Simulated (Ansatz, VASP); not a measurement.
# Co in VASP and in Ansatz

```
CELL_PARAMETERS angstrom
2.47056 0.00000 0.00000
-1.23528 2.13957 0.00000
0.00000 0.00000 8.08823
ATOMIC_POSITIONS crystal
Co 0.66667 0.33333 0.75000
Co 0.00000 0.00000 0.50000
Co 0.33333 0.66667 0.25000
Co 0.00000 0.00000 0.00000
```

Alike in both runs: task single point; functional PBE; k mesh 12 × 12 × 4; occupations fermi-dirac, width 0.05 eV; collinear spin.

|  | VASP | Ansatz |
| --- | --- | --- |
| version | VASP 6.6.1 | Ansatz 0.2.0 |
| potentials or method | VASP PAW PBE potentials, release 64 (Co) | Ansatz PAW |
| plane-wave cutoff (eV) | 520 | 420 |
| valence electrons in the cell | 36 | 68 |

|  | VASP | Ansatz | Ansatz less VASP |
| --- | --- | --- | --- |
| gap on the k mesh at the Fermi level (eV) | none | none | - |
| pressure (GPa) | -5.2 | 4.7 | +9.84 |
| traceless stress, the component that is largest in VASP (GPa) | -0.08 | -2.61 | -2.531 |
| net moment per atom (μB) | 0.08 | 1.65 | +1.568 |
| size of the moment on the site where the two differ most (μB) | 0.69 | 1.71 | +1.016 |

The net moments are unlike, so the other rows may belong to different states. Site moments also hang on the region over which each program counts them. A gap of «none» marks a metal or a gap that the smearing closes. VASP's potentials hold 36 valence electrons a cell and Ansatz's 68, so a difference there can come from the potentials and not from the codes.
